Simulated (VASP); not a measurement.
# Si63Se (a cell with a defect) in VASP: notebook, part 2 of 2

VASP 6.6.1. The steps go on from the part before.

### 3 Single point, PBEsol, collinear spin

INCAR reads:

```
SYSTEM = Si63Se
PREC = Accurate ; ENCUT = 400
EDIFF = 1E-6 ; ISMEAR = -1
SIGMA = 0.05 ; LREAL = Auto
LASPH = .True. ; NELM = 200
ALGO = Normal ; ISIF = 2
LWAVE = .False. ; LCHARG = .False.
ISPIN = 2 ; MAGMOM = 0 0 0 0 0 0 0 0 0 0 0 0 0 0 0.2 0 0 0 0 0 0 0 0 0 0.2 0 0 0 0 0 0 0 0 0 0 0 0 0 0 0 0 0.2 0 0 0 0 0 0 0 0 0 0 0 0 0 0 0 0 0 0.2 0 0 0 0.2
LORBIT = 11 ; GGA = PS
NBANDS = 171 ; NELECT = 257.0
ISYM = -1 ; GGA_COMPAT = .False.
```

KPOINTS reads:

```
explicit points
1
Reciprocal
  0.25000000   0.25000000   0.25000000 1
```

POSCAR reads:

```
Si63Se
1.0
   10.8655790000      0.0000000000      0.0000000000
    0.0000000000     10.8655790000      0.0000000000
    0.0000000000      0.0000000000     10.8655790000
Si Se
63 1
Direct
    0.9997590000      0.9998060000      0.9998540000
    0.9988710000      0.9990960000      0.4986790000
    0.9988860000      0.4986540000      0.9990270000
    0.0005390000      0.5002530000      0.5002220000
    0.4985440000      0.9990640000      0.9989930000
    0.5001600000      0.0006300000      0.5002180000
    0.5001690000      0.5002330000      0.0006110000
    0.1248150000      0.1248920000      0.1250700000
    0.1242160000      0.1243580000      0.6251460000
    0.1240680000      0.6251270000      0.1243000000
    0.1249200000      0.6255070000      0.6257270000
    0.6249090000      0.1243460000      0.1244310000
    0.6255130000      0.1248290000      0.6257960000
    0.6254510000      0.6254910000      0.1251850000
    0.6313440000      0.6314020000      0.6316010000
    0.2493530000      0.2494610000      0.9994650000
    0.2481300000      0.2483510000      0.4975380000
    0.2491140000      0.7499850000      0.0000320000
    0.2483610000      0.7523670000      0.5020390000
    0.7497700000      0.2493240000      0.0000720000
    0.7521410000      0.2485520000      0.5021110000
    0.7500410000      0.7501090000      0.0000040000
    0.7506770000      0.7509050000      0.4972350000
    0.3747890000      0.3747440000      0.1237630000
    0.3662890000      0.3661190000      0.6353210000
    0.3742600000      0.8748930000      0.1247060000
    0.3750670000      0.8766170000      0.6251230000
    0.8747590000      0.3743320000      0.1248520000
    0.8767000000      0.3750080000      0.6252070000
    0.8751310000      0.8751530000      0.1250020000
    0.8749550000      0.8749260000      0.6260230000
    0.2493960000      0.9992260000      0.2495040000
    0.2492210000      0.9998910000      0.7498690000
    0.2480530000      0.4973770000      0.2480680000
    0.2486920000      0.5018280000      0.7522540000
    0.7498200000      0.9999290000      0.2492550000
    0.7501750000      0.9996840000      0.7503250000
    0.7521240000      0.5018090000      0.2488280000
    0.7508500000      0.4970780000      0.7508770000
    0.3745560000      0.1237540000      0.3748580000
    0.3741010000      0.1247230000      0.8748990000
    0.3652610000      0.6359890000      0.3655840000
    0.3748780000      0.6251760000      0.8767960000
    0.8746040000      0.1247370000      0.3744110000
    0.8750410000      0.1249650000      0.8753400000
    0.8764830000      0.6251750000      0.3751960000
    0.8747800000      0.6259190000      0.8750940000
    0.9991410000      0.2494050000      0.2495770000
    0.9999060000      0.2492480000      0.7500910000
    0.9998270000      0.7499250000      0.2494390000
    0.9996950000      0.7500700000      0.7502920000
    0.4973010000      0.2482700000      0.2484560000
    0.5017710000      0.2485100000      0.7523740000
    0.5017010000      0.7523020000      0.2486210000
    0.4970020000      0.7508250000      0.7510070000
    0.1236570000      0.3748060000      0.3747460000
    0.1247470000      0.3743470000      0.8749070000
    0.1246040000      0.8749040000      0.3744010000
    0.1248600000      0.8751910000      0.8751340000
    0.6352880000      0.3660340000      0.3664050000
    0.6250510000      0.3750370000      0.8766520000
    0.6250370000      0.8766560000      0.3750500000
    0.6258610000      0.8749270000      0.8750940000
    0.4991710000      0.4993470000      0.4992760000
```

Potentials or basis: VASP PAW PBE potentials, release 64 (Si, Se).

Launch:

```
> cat potpaw_PBE.64/Si/POTCAR potpaw_PBE.64/Se/POTCAR > POTCAR
> mpirun -np 1 vasp_std > vasp.out
```

OUTCAR:

```text
SYSTEM = Si63Se
   PREC = Accurate
   ENCUT = 400
   EDIFF = 1E-6
   ISMEAR = -1
   LREAL = Auto
   LASPH = .True.
   NELM = 200
   ISIF = 2
   ISPIN = 2
   LORBIT = 11
   GGA = PS
   NELECT = 257.0
   ISYM = -1

 ion  position               nearest neighbor table
   1  1.000  1.000  1.000-  45 2.35  30 2.35  59 2.35   8 2.35
   2  0.999  0.999  0.499-  44 2.35  58 2.35  31 2.36   9 2.37
   3  0.999  0.499  0.999-  28 2.35  57 2.35  47 2.35  10 2.36
   4  0.001  0.500  0.500-  46 2.35  56 2.35  29 2.35  11 2.35
   5  0.499  0.999  0.999-  26 2.35  41 2.35  63 2.35  12 2.37
   6  0.500  0.001  0.500-  27 2.35  62 2.35  40 2.35  13 2.35
[... 56 lines left out ...]
  63  0.626  0.875  0.875-  37 2.35  22 2.35   5 2.35  55 2.37
  64  0.499  0.499  0.499-  15 2.49  25 2.52  60 2.52  42 2.54

IMPORTANT INFORMATION: All symmetrisations will be switched off!
NOSYMM: (Re-)initialisation of all symmetry stuff for point group C_1.

----------------------------------------------------------------------------------------

                                     Primitive cell

  volume of cell :    1282.7990

  direct lattice vectors                    reciprocal lattice vectors
    10.865579000  0.000000000  0.000000000     0.092033752  0.000000000  0.000000000
     0.000000000 10.865579000  0.000000000     0.000000000  0.092033752  0.000000000
     0.000000000  0.000000000 10.865579000     0.000000000  0.000000000  0.092033752

  length of vectors
    10.865579000 10.865579000 10.865579000     0.092033752  0.092033752  0.092033752

  position of ions in fractional coordinates (direct lattice)
     0.999759000  0.999806000  0.999854000
     0.998871000  0.999096000  0.498679000
     0.998886000  0.498654000  0.999027000
     0.000539000  0.500253000  0.500222000
     0.498544000  0.999064000  0.998993000
     0.500160000  0.000630000  0.500218000
[... 56 lines left out ...]
     0.625861000  0.874927000  0.875094000
     0.499171000  0.499347000  0.499276000

  ion indices of the primitive-cell ions
   primitive index   ion index
[... 291 lines left out ...]
    139       7.4424      0.00000
    140       7.6421      0.00000
 Fermi energy:         6.1389770637

 spin component 2

 k-point     1 :       0.2500    0.2500    0.2500
  band No.  band energies     occupation
      1      -8.9015      1.00000
      2      -5.9353      1.00000
      3      -5.4743      1.00000
      4      -5.4738      1.00000
      5      -5.3043      1.00000
      6      -4.9609      1.00000
[... 132 lines left out ...]
    139       7.4429      0.00000
    140       7.6424      0.00000
 [bands above 140 left out]

------------------------ aborting loop because EDIFF is reached ----------------------------------------

  FORCE on cell =-STRESS in cart. coord.  units (eV):
  Direction    XX          YY          ZZ          XY          YZ          ZX
  --------------------------------------------------------------------------------------
  -------------------------------------------------------------------------------------
  Total       -6.5088488     -6.4954561     -6.5161971    -10.8089616    -10.7954169    -10.7511698
  in kB       -8.1293560     -8.1126290     -8.1385338    -13.5000674    -13.4831505    -13.4278871
  external PRESSURE =      -8.1268396 kB  Pullay stress =       0.0000000 kB

 VOLUME and BASIS-vectors are now :
 -----------------------------------------------------------------------------
  energy-cutoff  :      400.00
  volume of cell :     1282.80
      direct lattice vectors                 reciprocal lattice vectors
    10.865579000  0.000000000  0.000000000     0.092033752  0.000000000  0.000000000
     0.000000000 10.865579000  0.000000000     0.000000000  0.092033752  0.000000000
     0.000000000  0.000000000 10.865579000     0.000000000  0.000000000  0.092033752

 POSITION                                       TOTAL-FORCE (eV/Angst)
 -----------------------------------------------------------------------------------
     10.86296     10.86347     10.86399        -0.002861     -0.002582     -0.001903
     10.85331     10.85576      5.41844        -0.001327     -0.003074      0.005695
     10.85347      5.41816     10.85501        -0.002320     -0.000998     -0.002146
      0.00586      5.43554      5.43520        -0.000756     -0.003959      0.002142
      5.41697     10.85541     10.85464         0.002654      0.001876      0.000502
      5.43453      0.00685      5.43516        -0.003072     -0.000011     -0.001319
[... 56 lines left out ...]
      6.80034      9.50659      9.50840         0.001885     -0.004492     -0.002365
      5.42378      5.42569      5.42492        -0.008710      0.020503     -0.006940
 -----------------------------------------------------------------------------------
    total drift:                               -0.003181     -0.002511     -0.007796

  FREE ENERGIE OF THE ION-ELECTRON SYSTEM (eV)
  ---------------------------------------------------
  free  energy   TOTEN  =      -371.0430707094 eV

  energy  without entropy=     -370.9733688278  energy(sigma->0) =     -371.00821977

 total charge

# of ion       s       p       d       tot
------------------------------------------
    1        0.752   0.936   0.000   1.688
    2        0.755   0.931   0.000   1.686
    3        0.755   0.931   0.000   1.686
    4        0.751   0.938   0.000   1.690
    5        0.755   0.931   0.000   1.686
    6        0.751   0.938   0.000   1.690
[... 56 lines left out ...]
   63        0.751   0.932   0.000   1.683
   64        1.487   2.282   0.048   3.817
--------------------------------------------------
tot         48.925  61.011   0.048 109.985

 magnetization (x)

# of ion       s       p       d       tot
------------------------------------------
    1        0.000  -0.000   0.000   0.000
    2        0.000   0.000   0.000   0.000
    3        0.000   0.000   0.000   0.000
    4        0.000  -0.000   0.000   0.000
    5        0.000   0.000   0.000   0.000
    6        0.000  -0.000   0.000   0.000
[... 56 lines left out ...]
   63       -0.000  -0.000   0.000  -0.000
   64        0.000  -0.000   0.000   0.000
--------------------------------------------------
tot          0.001   0.001   0.000   0.001
```

OSZICAR:

```text
N       E                     dE             d eps       ncg     rms          rms(c)
DAV:   1     0.551755860618E+03    0.55176E+03   -0.84123E+04   684   0.101E+03
DAV:   2    -0.315480229015E+03   -0.86724E+03   -0.81766E+03   818   0.167E+02
DAV:   3    -0.377041491312E+03   -0.61561E+02   -0.60600E+02   848   0.400E+01
DAV:   4    -0.378526157179E+03   -0.14847E+01   -0.14726E+01   824   0.756E+00
DAV:   5    -0.378576054239E+03   -0.49897E-01   -0.49774E-01   824   0.128E+00    0.282E+01
DAV:   6    -0.373165337451E+03    0.54107E+01   -0.35424E+00   864   0.370E+00    0.169E+01
DAV:   7    -0.371035720669E+03    0.21296E+01   -0.72762E+00   808   0.442E+00    0.193E+00
DAV:   8    -0.371040853170E+03   -0.51325E-02   -0.88650E-01   784   0.189E+00    0.142E+00
DAV:   9    -0.371041009177E+03   -0.15601E-03   -0.95944E-02   816   0.495E-01    0.830E-01
DAV:  10    -0.371041973070E+03   -0.96389E-03   -0.15352E-02   800   0.227E-01    0.391E-01
DAV:  11    -0.371042638137E+03   -0.66507E-03   -0.29640E-03   808   0.102E-01    0.169E-01
DAV:  12    -0.371043019498E+03   -0.38136E-03   -0.11943E-03   864   0.611E-02    0.107E-01
DAV:  13    -0.371043017692E+03    0.18059E-05   -0.27131E-04   824   0.366E-02    0.530E-02
DAV:  14    -0.371043068341E+03   -0.50649E-04   -0.21922E-04   792   0.215E-02    0.284E-02
DAV:  15    -0.371043061410E+03    0.69310E-05   -0.25212E-05   824   0.108E-02    0.147E-02
DAV:  16    -0.371043065754E+03   -0.43444E-05   -0.22111E-05   792   0.691E-03    0.105E-02
DAV:  17    -0.371043070147E+03   -0.43932E-05   -0.45374E-06   688   0.401E-03    0.497E-03
DAV:  18    -0.371043070709E+03   -0.56197E-06   -0.20623E-06   552   0.223E-03
   1 F= -.37104307E+03 E0= -.37100822E+03  d E =-.697019E-01  mag=     0.0085
```

Run time: 7 min. Hardware: 1 thread of Intel Xeon Platinum 8488C (Sapphire Rapids), shared host; peak memory 1.1 GiB.

Results:

| Quantity | Value |
| --- | --- |
| Free energy | -371.0431 eV |
| Largest force | 0.042 eV/Å |
| Net moment | 0.01 μB per cell |
| Valence electrons inside the program's atomic spheres | Si 1.69, 1.68, 1.65 (each value once); Se 3.82 |

Forces in eV/Å, atoms in the order of the input:
```
Si  -0.003 -0.003 -0.002
Si  -0.001 -0.003  0.006
Si  -0.002 -0.001 -0.002
Si  -0.001 -0.004  0.002
Si   0.003  0.002  0.001
Si  -0.003  0.000 -0.001
Si  -0.003 -0.002  0.000
Si   0.002  0.003  0.000
Si   0.003  0.000  0.000
Si   0.006 -0.001  0.006
Si   0.001 -0.001 -0.003
Si   0.001  0.003 -0.001
Si  -0.001  0.006 -0.004
Si   0.000  0.001  0.000
Si   0.004  0.005  0.001
Si   0.002  0.002 -0.004
Si   0.005  0.003 -0.007
Si   0.001 -0.001 -0.003
Si   0.001  0.000  0.008
Si  -0.002  0.001  0.000
Si  -0.002  0.004  0.009
Si  -0.002  0.002  0.000
Si   0.000 -0.004 -0.001
Si   0.000  0.003  0.007
Si  -0.013 -0.007 -0.002
Si  -0.006 -0.005  0.004
Si   0.000 -0.002  0.007
Si  -0.007 -0.006  0.003
Si  -0.005  0.001  0.002
Si  -0.003 -0.003  0.006
Si  -0.003 -0.002 -0.003
Si   0.002  0.002  0.005
Si   0.001  0.001 -0.003
Si   0.001 -0.003  0.002
Si   0.004  0.003 -0.001
Si  -0.002 -0.002  0.004
Si   0.001  0.003  0.002
Si  -0.001  0.005  0.004
Si  -0.004 -0.006  0.000
Si   0.004  0.004  0.004
Si  -0.003  0.005 -0.004
Si   0.016 -0.035  0.016
Si   0.005  0.001 -0.006
Si  -0.003  0.005 -0.006
Si  -0.002  0.006 -0.005
Si  -0.004  0.003 -0.001
Si  -0.001  0.000 -0.006
Si   0.001  0.006  0.004
Si  -0.003  0.002 -0.002
Si  -0.004 -0.002 -0.001
Si   0.001  0.002  0.001
Si  -0.001  0.004  0.001
Si   0.009  0.007 -0.004
Si   0.013  0.004  0.001
Si  -0.003 -0.001 -0.004
Si   0.003 -0.002  0.004
Si   0.002 -0.005 -0.004
Si   0.001 -0.003 -0.005
Si   0.006 -0.004  0.000
Si  -0.008 -0.007 -0.012
Si   0.005  0.001 -0.002
Si   0.001 -0.003  0.001
Si   0.002 -0.004 -0.002
Se  -0.009  0.021 -0.007
```

Levels at points of the mesh, in eV from the Fermi level:
Spin up:
| k point | band 126 | band 127 | band 128 | band 129 | band 130 | band 131 | band 132 | band 133 |
| --- | --- | --- | --- | --- | --- | --- | --- | --- |
| (0.25, 0.25, 0.25) | -1.15 | -0.71 | -0.71 | 0.00 | 0.42 | 0.43 | 0.64 | 0.82 |
Spin down:
```csv
k point,band 124,band 125,band 126,band 127,band 128,band 129,band 130,band 131,band 132,band 133
"(0.25, 0.25, 0.25)",-1.20,-1.20,-1.15,-0.71,-0.71,0.00,0.43,0.43,0.65,0.83
```

Caveat: the cell carries a net charge on a neutralising background, which shifts energy and pressure; the cell is charged against a uniform background, so pressure and absolute levels hang on convention; the PAW data sets were made with another functional, which shifts forces and pressure a little.
